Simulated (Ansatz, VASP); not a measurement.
In2SbSe3: VASP beside Ansatz

Contents of INCAR:

```
PREC = Accurate
ENCUT = 520
EDIFF = 1E-7
ISMEAR = 0
SIGMA = 0.1
LREAL = F
LASPH = T
NELM = 60
ALGO = Normal
ISIF = 2
LWAVE = F
LCHARG = T
GGA = PE
LELF = T
LVHAR = T
NBANDS = 61
```

KPOINTS

```
Automatic mesh
0
Gamma
  4 4 1
```

File POSCAR:

```
In2SbSe3
1.0
    4.0885385288      0.0000000000      0.0000000000
    0.0025883461      4.1584927974      0.0000000000
    0.0179763940      0.1087339698     18.7993794104
In Sb Se
4 2 6
Direct
    0.5084057412      0.1416913226      0.3308882760
    0.4905637735      0.0208166548      0.8286595709
    0.0086327269      0.6526271206      0.1727686079
    0.9882529367      0.5240001417      0.6732258385
    0.9989088824      0.5838863073      0.0109946319
    0.0013812297      0.5864310517      0.5088116968
    0.4943821165      0.0041173945      0.9861499797
    0.5143759922      0.1543973225      0.4877110904
    0.5083072204      0.1530747955      0.1789478898
    0.4880614633      0.0171820846      0.6787320770
    0.0086840316      0.6470521208      0.3232883038
    0.9900438855      0.5147236833      0.8198220371
```

Input for Ansatz:

```yaml
crystal:
  lattice:
    - [4.0885385288, 0.0, 0.0]
    - [0.0025883461, 4.1584927974, 0.0]
    - [0.017976394, 0.1087339698, 18.7993794104]
  atoms:
    - { symbol: In, position: [0.5084057412, 0.1416913226, 0.330888276] }
    - { symbol: In, position: [0.4905637735, 0.0208166548, 0.8286595709] }
    - { symbol: In, position: [0.0086327269, 0.6526271206, 0.1727686079] }
    - { symbol: In, position: [0.9882529367, 0.5240001417, 0.6732258385] }
    - { symbol: Sb, position: [0.9989088824, 0.5838863073, 0.0109946319] }
    - { symbol: Sb, position: [0.0013812297, 0.5864310517, 0.5088116968] }
    - { symbol: Se, position: [0.4943821165, 0.0041173945, 0.9861499797] }
    - { symbol: Se, position: [0.5143759922, 0.1543973225, 0.4877110904] }
    - { symbol: Se, position: [0.5083072204, 0.1530747955, 0.1789478898] }
    - { symbol: Se, position: [0.4880614633, 0.0171820846, 0.678732077] }
    - { symbol: Se, position: [0.0086840316, 0.6470521208, 0.3232883038] }
    - { symbol: Se, position: [0.9900438855, 0.5147236833, 0.8198220371] }
basis:
  ecutwfc: 420
kpoints:
  mp_grid: { grid: [4, 4, 1] }
hamiltonian:
  xc: pbe
scf:
  occupations: { method: gaussian, width: 0.1 }
  lower_state_search: "off"
output:
  forces: true
  stress: true
  eigenvalues: true
```

Change from the starting cell: the structure that the rattled cell fell into.

Alike in both runs: task single point; functional PBE; k mesh 4 × 4 × 1; occupations gaussian, width 0.1 eV; no spin polarisation.

|  | VASP | Ansatz |
| --- | --- | --- |
| version | VASP 6.6.1 | Ansatz 0.2.0 |
| potentials or method | VASP PAW PBE potentials, release 64 (In_d, Sb, Se), cutoff 520 eV | scalar-relativistic, plane waves, PAW |
| valence electrons in the cell | 98 | 178 |

Ansatz gave:

| Item | Value |
| --- | --- |
| gap on the k mesh at the Fermi level (eV) | none |
| pressure (GPa) | 0.0 |
| traceless stress, the component that is largest in VASP (GPa) | -0.86 |
| rms of the force components (eV/Å) | 0.141 |

**Question.** What did VASP give for the same quantities?

**Answer.** gap on the k mesh at the Fermi level (eV): none; pressure (GPa): 0.0; traceless stress, the component that is largest in VASP (GPa): -0.83; rms of the force components (eV/Å): 0.141.

Atom by atom the forces differ by 0.005 eV/Å (rms over components). A gap of «none» marks a metal or a gap that the smearing closes. VASP's potentials hold 98 valence electrons a cell and Ansatz's 178, so a difference there can come from the potentials and not from the codes.

The k mesh is coarse, so the values compare programs but aren't converged. Neither program's run includes spin-orbit coupling.
